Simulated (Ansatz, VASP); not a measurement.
Ti in VASP and in Ansatz

```
Ti
1.0
    -1.64100    1.64100    1.69023
     1.64100   -1.64100    1.69023
     1.64100    1.64100   -1.69023
Ti
1
Direct
  0.00000 0.00000 0.00000
```

Change from the starting cell: zz strain of +3 %, crystal datasets.

Alike in both runs: task electric field gradients; functional PBEsol; k mesh 14 × 14 × 14; occupations fermi-dirac, width 0.05 eV; no spin polarisation.

|  | VASP | Ansatz |
| --- | --- | --- |
| version | VASP 6.6.1 | Ansatz 0.2.0 |
| potentials or method | VASP PAW PBE potentials, release 64 (Ti_sv), cutoff 400 eV | all-electron PAW with datasets made for the crystal, scalar-relativistic |

```tsv
	VASP	Ansatz	Ansatz less VASP
pressure (GPa)	-9.9	-9.2	+0.74
traceless stress, the component that is largest in VASP (GPa)	0.43	0.44	+0.004
size of Vzz on the site where it differs most (V/Å²)	0.3	0.3	-0.01
```

VASP's potentials were made for PBE, not for PBEsol. Ansatz ran all-electron here, and VASP with PAW potentials.
